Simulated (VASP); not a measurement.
# ZnO (P6_3mc) in VASP: a series of runs

The runs below take ZnO through relaxation of shape and atoms at fixed volume, relaxation of cell and atoms, with PBE.

Everything below comes from runs of VASP 6.6.1. Logs are shortened: lines on timing, memory, paths and dates and some standing lists are left out, and cuts for length are marked.

### Step 1. The cell of the first run

The structure is hexagonal, space group P6_3mc (No. 186). Conventional cell: a = 3.235 Å, b = 3.235 Å, c = 5.222 Å, α = 90.00°, β = 90.00°, γ = 120.00°. Zn (site symmetry 3m) has 4 O at 1.97 to 1.98 Å within 2.6 Å. O (site symmetry 3m) has 4 Zn at 1.97 to 1.98 Å within 2.6 Å.

### Step 2. Relaxation of shape and atoms at fixed volume, PBE (volume scaled by 0.960)

Contents of INCAR:

```
SYSTEM = ZnO
PREC = Accurate
ENCUT = 600
EDIFF = 1E-7
ISMEAR = 0
SIGMA = 0.05
LREAL = .False.
LASPH = .True.
NELM = 60
ALGO = Normal
ISIF = 4
LWAVE = .False.
LCHARG = .False.
GGA = PE
IBRION = 2
NSW = 60
EDIFFG = -0.01
```

Contents of KPOINTS:

```
Automatic mesh
0
Gamma
  12 12 8
  0 0 0
```

Contents of POSCAR:

```
ZnO
1.0
    3.2351179137      0.0000000000      0.0000000000
   -1.6175589568      2.8016942975      0.0000000000
    0.0000000000      0.0000000000      5.2219158336
Zn O
2 2
Direct
    0.3333333333      0.6666666667      0.0015089684
    0.6666666667      0.3333333333      0.5015089684
    0.3333333333      0.6666666667      0.3805910316
    0.6666666667      0.3333333333      0.8805910316
```

Potentials or basis: VASP PAW PBE potentials, release 64 (Zn, O).

Command:

```
$ cat potpaw_PBE.64/Zn/POTCAR potpaw_PBE.64/O/POTCAR > POTCAR
$ mpirun -np 1 vasp_std > vasp.out
```

OUTCAR:

```text
SYSTEM = ZnO
   PREC = Accurate
   ENCUT = 600
   EDIFF = 1E-7
   ISMEAR = 0
   LREAL = .False.
   LASPH = .True.
   NELM = 60
   ISIF = 4
   GGA = PE
   IBRION = 2
   NSW = 60
   EDIFFG = -0.01

 ion  position               nearest neighbor table
   1  0.333  0.667  0.002-   4 1.97   4 1.97   4 1.97   3 1.98
   2  0.667  0.333  0.502-   3 1.97   3 1.97   3 1.97   4 1.98
   3  0.333  0.667  0.381-   2 1.97   2 1.97   2 1.97   1 1.98
   4  0.667  0.333  0.881-   1 1.97   1 1.97   1 1.97   2 1.98

  LATTYP: Found a hexagonal cell.
 ALAT       =     3.2351179137
 C/A-ratio  =     1.6141346229

  Lattice vectors:

 A1 = (   3.2351179137,   0.0000000000,   0.0000000000)
 A2 = (  -1.6175589568,   2.8016942975,   0.0000000000)
 A3 = (   0.0000000000,   0.0000000000,   5.2219158336)

Analysis of symmetry for initial positions (statically):
=====================================================================
 Subroutine PRICEL returns:
 Original cell was already a primitive cell.

 Routine SETGRP: Setting up the symmetry group for a
 hexagonal supercell.

 Subroutine GETGRP returns: Found 12 space group operations
 (whereof  6 operations were pure point group operations)
 out of a pool of 24 trial point group operations.

The static configuration has the point symmetry C_3v.
 The point group associated with its full space group is C_6v.

Analysis of symmetry for dynamics (positions and initial velocities):
=====================================================================
 Subroutine PRICEL returns:
 Original cell was already a primitive cell.

 Routine SETGRP: Setting up the symmetry group for a
 hexagonal supercell.

 Subroutine GETGRP returns: Found 12 space group operations
 (whereof  6 operations were pure point group operations)
 out of a pool of 24 trial point group operations.

The dynamic configuration has the point symmetry C_3v.
 The point group associated with its full space group is C_6v.

 Subroutine INISYM returns: Found 12 space group operations
 (whereof  6 operations are pure point group operations),
 and found     1 'primitive' translations

----------------------------------------------------------------------------------------

                                     Primitive cell

  volume of cell :      47.3305

  direct lattice vectors                    reciprocal lattice vectors
     3.235117914  0.000000000  0.000000000     0.309107744  0.178463439  0.000000000
    -1.617558957  2.801694298  0.000000000     0.000000000  0.356926878  0.000000000
     0.000000000  0.000000000  5.221915834     0.000000000  0.000000000  0.191500597

  length of vectors
     3.235117914  3.235117914  5.221915834     0.356926878  0.356926878  0.191500597

  position of ions in fractional coordinates (direct lattice)
     0.333333333  0.666666667  0.001508968
     0.666666667  0.333333333  0.501508968
     0.333333333  0.666666667  0.380591032
     0.666666667  0.333333333  0.880591032

  ion indices of the primitive-cell ions
   primitive index   ion index
                 1           1
                 2           2
                 3           3
                 4           4

----------------------------------------------------------------------------------------

 KPOINTS: Automatic mesh

Automatic generation of k-mesh.
 Grid dimensions read from file:
 generate k-points for:   12   12    8

 Generating k-lattice:

  Cartesian coordinates                     Fractional coordinates (reciprocal lattice)
     0.025758979  0.014871953  0.000000000     0.083333333 -0.000000000  0.000000000
     0.000000000  0.029743907  0.000000000     0.000000000  0.083333333  0.000000000
     0.000000000  0.000000000  0.023937575     0.000000000  0.000000000  0.125000000

  Length of vectors
     0.029743907  0.029743907  0.023937575

  Shift w.r.t. Gamma in fractional coordinates (k-lattice)
     0.000000000  0.000000000  0.000000000

 Subroutine IBZKPT returns following result:
 ===========================================

 Found     95 irreducible k-points:

 Following reciprocal coordinates:
            Coordinates               Weight
  0.000000  0.000000  0.000000      1.000000
  0.083333  0.000000  0.000000      6.000000
  0.166667  0.000000  0.000000      6.000000
  0.250000  0.000000  0.000000      6.000000
  0.333333  0.000000  0.000000      6.000000
  0.416667  0.000000  0.000000      6.000000
[... 16 lines left out ...]
  0.250000  0.000000  0.125000     12.000000
  0.333333  0.000000  0.125000     12.000000
 [... further k-points ...]
   k-points           NKPTS =     95   k-points in BZ     NKDIM =     95   number of bands    NBANDS=     22
   number of dos      NEDOS =    301   number of ions     NIONS =      4
   total plane-waves  NPLWV =  32928
   dimension x,y,z NGX =    28 NGY =   28 NGZ =   42
   dimension x,y,z NGXF=    56 NGYF=   56 NGZF=   84
   ions per type =               2   2
   NGX,Y,Z   is equivalent  to a cutoff of  14.39, 14.39, 13.37 a.u.
   NGXF,Y,Z  is equivalent  to a cutoff of  28.78, 28.78, 26.74 a.u.
 SYSTEM =  ZnO
   PREC   = accura    normal or accurate (medium, high low for compatibility)
   ISTART =      0    job   : 0-new  1-cont  2-samecut
   ICHARG =      2    charge: 1-file 2-atom 10-const
   ISPIN  =      1    spin polarized calculation?
   LNONCOLLINEAR =      F non collinear calculations
   LSORBIT =      F    spin-orbit coupling
   LASPH  =      T    aspherical Exc in radial PAW
   ENCUT  =  600.0 eV  44.10 Ry    6.64 a.u.   6.46  6.46 10.43*2*pi/ulx,y,z
   NELM   =     60;   NELMIN=  2; NELMDL= -5     # of ELM steps
   EDIFF  = 0.1E-06   stopping-criterion for ELM
   LREAL  =      F    real-space projection
   EDIFFG = -.1E-01   stopping-criterion for IOM
   NSW    =     60    number of steps for IOM
   IBRION =      2    ionic relax: 0-MD 1-quasi-New 2-CG
   NFREE  =      1    steps in history (QN), initial steepest desc. (CG)
   ISIF   =      4    stress and relaxation
   ISYM   =      2    0-nonsym 1-usesym 2-fastsym
   POTIM  = 0.5000    time-step for ionic-motion
   TEBEG  =    0.0;   TEEND  =   0.0 temperature during run
   PSTRESS=    0.0 pullay stress
   NELECT =      36.0000    total number of electrons
   NUPDOWN=      -1.0000    fix difference up-down
   EMIN   =  10.00;   EMAX   =-10.00  energy-range for DOS
   EFERMI =   0.00;   METHOD = LEGACY
   ISMEAR =     0;   SIGMA  =   0.05  broadening in eV -4-tet -1-fermi 0-gaus
   EFERMI_NEDOS =   21; number of points for ismear=-14 and -15
   IALGO  =     38    algorithm
   IMIX   =      4    mixing-type and parameters
     AMIX     =   0.40;   BMIX     =  1.00
     AMIX_MAG =   1.60;   BMIX_MAG =  1.00
  volume/ion in A,a.u.               =      11.83        79.85
  Fermi-wavevector in a.u.,A,eV,Ry     =   1.494384  2.823975 30.384290  2.233182
  Thomas-Fermi vector in A             =   2.606663
   LORBIT       =      0    0 simple, 1 ext, 2 COOP (PROOUT), +10 PAW based schemes
   GGA     = PE    functional components
   LHFCALC =     F    Hartree Fock is set to
   AEXX    =    0.0000 exact exchange contribution
   IVDW    =     0    specifies the selected vdW correction
   LEPSILON=     F    determine dielectric tensor
   LRPA    =     F    only Hartree local field effects (RPA)
 conjugate gradient relaxation of ions
 non-spin polarized calculation
 Gauss-broadening in eV      SIGMA  =   0.05
  energy-cutoff  :      600.00
  volume of cell :       47.33
 maximum number of plane-waves:      1603
 NGX is ok and might be reduce to    28
   NGX = 13   NGY = 13   NGZ = 21

 number of electron      36.0000004 magnetization

 Free energy of the ion-electron system (eV)
  ---------------------------------------------------
  ext. energy  EPLUGINS =         0.00000000
  ---------------------------------------------------
  free energy    TOTEN  =       -17.81685281 eV

  energy without entropy =      -17.81685281  energy(sigma->0) =      -17.81685281

 E-fermi :   1.5145     XC(G=0): -10.9419

 val. band max:        1.2580885099   @ k =   0.0000   0.0000   0.0000
 cond. band min:       2.0468168111   @ k =   0.0000   0.0000   0.0000
 fundamental gap:      0.7887283012
 Fermi energy:         1.5145237857

 k-point     1 :       0.0000    0.0000    0.0000
  band No.  band energies     occupation
      1     -16.8840      2.00000
      2     -16.1561      2.00000
      3      -4.4698      2.00000
      4      -4.4698      2.00000
      5      -4.4358      2.00000
      6      -4.4252      2.00000
[... 14 lines left out ...]
     21       9.4652      0.00000
     22      14.1985      0.00000

 k-point     2 :       0.0833    0.0000    0.0000
  band No.  band energies     occupation
      1     -16.8451      2.00000
      2     -16.1385      2.00000
      3      -4.5179      2.00000
      4      -4.4471      2.00000
      5      -4.3999      2.00000
      6      -4.3790      2.00000
[... 14 lines left out ...]
     21       9.4623      0.00000
     22      13.4389      0.00000

 k-point     3 :       0.1667    0.0000    0.0000
  band No.  band energies     occupation
      1     -16.7355      2.00000
      2     -16.0919      2.00000
      3      -4.6264      2.00000
      4      -4.3874      2.00000
      5      -4.3645      2.00000
      6      -4.2959      2.00000
[... 14 lines left out ...]
     21       9.4487      0.00000
     22      12.1235      0.00000
[... 476 lines left out ...]
 k-point    23 :       0.2500    0.0000    0.1250
  band No.  band energies     occupation
      1     -16.5560      2.00000
      2     -16.0536      2.00000
      3      -4.7542      2.00000
      4      -4.4494      2.00000
      5      -4.3060      2.00000
      6      -4.2111      2.00000
[... 14 lines left out ...]
     21       9.5793      0.00000
     22      10.9738      0.00000

 k-point    24 :       0.3333    0.0000    0.1250
  band No.  band energies     occupation
      1     -16.3850      2.00000
      2     -15.9995      2.00000
      3      -4.8072      2.00000
      4      -4.4880      2.00000
      5      -4.2429      2.00000
      6      -4.0742      2.00000
[... 14 lines left out ...]
     21       9.4852      0.00000
     22      10.1317      0.00000

 [... further k-points ...]

------------------------ aborting loop because EDIFF is reached ----------------------------------------

  FORCE on cell =-STRESS in cart. coord.  units (eV):
  Direction    XX          YY          ZZ          XY          YZ          ZX
  --------------------------------------------------------------------------------------
  -------------------------------------------------------------------------------------
  Total        1.9840400      1.9840400      1.9615642      0.0000000     -0.0000000     -0.0000000
  in kB       67.1614830     67.1614830     66.4006569      0.0000000     -0.0000000     -0.0000000
  external PRESSURE =      66.9078743 kB  Pullay stress =       0.0000000 kB

 VOLUME and BASIS-vectors are now :
 -----------------------------------------------------------------------------
  energy-cutoff  :      600.00
  volume of cell :       47.33
      direct lattice vectors                 reciprocal lattice vectors
     3.235117914  0.000000000  0.000000000     0.309107744  0.178463439  0.000000000
    -1.617558957  2.801694298  0.000000000     0.000000000  0.356926878  0.000000000
     0.000000000  0.000000000  5.221915834     0.000000000  0.000000000  0.191500597

 POSITION                                       TOTAL-FORCE (eV/Angst)
 -----------------------------------------------------------------------------------
     -0.00000      1.86780      0.00788        -0.000000      0.000000      0.002844
      1.61756      0.93390      2.61884         0.000000     -0.000000      0.002844
     -0.00000      1.86780      1.98741        -0.000000     -0.000000     -0.002844
      1.61756      0.93390      4.59837         0.000000     -0.000000     -0.002844
 -----------------------------------------------------------------------------------
    total drift:                               -0.000000      0.000000     -0.002503

  FREE ENERGIE OF THE ION-ELECTRON SYSTEM (eV)
  ---------------------------------------------------
  free  energy   TOTEN  =       -17.8168528136 eV

  energy  without entropy=      -17.8168528136  energy(sigma->0) =      -17.81685281

 reached required accuracy - stopping structural energy minimisation
```

Wall time 2.1 min (1 thread of AMD EPYC 7R43 (Zen 3), shared host); peak memory 0.21 GiB.

What came out:

- Free energy: -17.8169 eV
- Pressure after relaxing: 6.7 GPa
- Band gap on the k mesh: 0.79 eV, direct

Forces on the atoms (eV/Å):
```
Zn   0.000  0.000  0.003
Zn   0.000  0.000  0.003
O    0.000  0.000 -0.003
O    0.000  0.000 -0.003
```

Stress tensor (GPa, compression positive):
```
6.72 0.00 0.00
0.00 6.72 0.00
0.00 0.00 6.64
```

Final structure:
```yaml
crystal:
  lattice:
    - [3.23512, 0.00000, 0.00000]
    - [-1.61756, 2.80169, 0.00000]
    - [0.00000, 0.00000, 5.22192]
  atoms:
    - { symbol: Zn, position: [0.33333, 0.66667, 0.00151] }
    - { symbol: Zn, position: [0.66667, 0.33333, 0.50151] }
    - { symbol: O, position: [0.33333, 0.66667, 0.38059] }
    - { symbol: O, position: [0.66667, 0.33333, 0.88059] }
```

Levels at points of the mesh, in eV from the valence-band top:
```
           k point  band 14  band 15  band 16  band 17  band 18  band 19  band 20  band 21  band 22
(0.00, 0.00, 0.00)    -0.80    -0.80    -0.09     0.00     0.00     0.79     5.25     8.21    12.94
(0.50, 0.00, 0.00)    -3.57    -2.84    -2.28    -1.30    -0.85     5.80     6.87     7.58     8.55
(0.00, 0.00, 0.50)    -2.25    -0.40    -0.40    -0.40    -0.40     3.46     3.46    10.08    10.08
(0.50, 0.00, 0.50)    -3.77    -1.52    -1.52    -1.39    -1.39     5.71     5.71     8.46     8.46
```

Caveat: the relaxation stopped at its first step, so nothing moved.

(Part 1 of 2 ends here.)
